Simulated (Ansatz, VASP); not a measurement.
## Ag: VASP beside Ansatz

Contents of INCAR:

```
SYSTEM = Ag
ALGO     = Normal         ! electronic algorithm
EDIFF    = 1E-8           ! SCF threshold, eV
ENCUT    = 520            ! plane-wave cutoff, eV
ISIF     = 2              ! what is computed and relaxed
ISMEAR   = -1             ! smearing method
LASPH    = .True.         ! aspherical terms in the spheres
LCHARG   = .False.        ! write CHGCAR
LEFG     = .True.       
LREAL    = .False.        ! projectors in reciprocal space
LWAVE    = .False.        ! write WAVECAR
NBANDS   = 18             ! bands
NELM     = 100            ! most SCF steps
PREC     = Accurate       ! precision mode
SIGMA    = 0.05           ! smearing width, eV
```

The input KPOINTS:

```
k-points
0
Gamma
  14 14 8
  0 0 0
```

File POSCAR:

```
Ag
1.0
    2.8713981188      0.0000000000      0.0000000000
   -1.4356990594      2.4867037153      0.0000000000
    0.0000000000      0.0000000000      4.7900000000
Ag
2
Direct
    0.3333333333      0.6666666667      0.2500000000
    0.6666666667      0.3333333333      0.7500000000
```

Input for Ansatz:

```yaml
crystal:
  lattice:
    - [2.8713981188, 0.0, 0.0]
    - [-1.4356990594, 2.4867037153, 0.0]
    - [0.0, 0.0, 4.79]
  atoms:
    - { symbol: Ag, position: [0.3333333333, 0.6666666667, 0.25] }
    - { symbol: Ag, position: [0.6666666667, 0.3333333333, 0.75] }
kpoints:
  mp_grid: { grid: [14, 14, 8] }
scf:
  occupations: { method: fermi_dirac, width: 0.05 }
hamiltonian:
  xc: lda
  pseudopotentials: { kind: all_electron, datasets: crystal }
output:
  forces: true
  stress: true
  eigenvalues: true
  efg: { contact_densities: true }
```

Change from the starting cell: equal xx and yy strain of -2 %, crystal datasets.

Alike in both runs: task electric field gradients; functional LDA; k mesh 14 × 14 × 8; occupations fermi-dirac, width 0.05 eV; no spin polarisation.

|  | VASP | Ansatz |
| --- | --- | --- |
| version | VASP 6.6.1 | Ansatz 0.2.0 |
| potentials or method | VASP PAW LDA potentials, release 64 (Ag), cutoff 520 eV | all-electron PAW with datasets made for the crystal, scalar-relativistic |

```csv
,VASP,Ansatz,Ansatz less VASP
pressure (GPa),-7.0,-7.2,-0.15
"traceless stress, the component that is largest in VASP (GPa)",-1.36,-1.34,+0.025
size of Vzz on the site where it differs most (V/Å²),6.7,4.9,-1.80
```

LDA's correlation is that of Perdew and Zunger in VASP and of Perdew and Wang (1992) in Ansatz. Ansatz ran all-electron here, and VASP with PAW potentials.
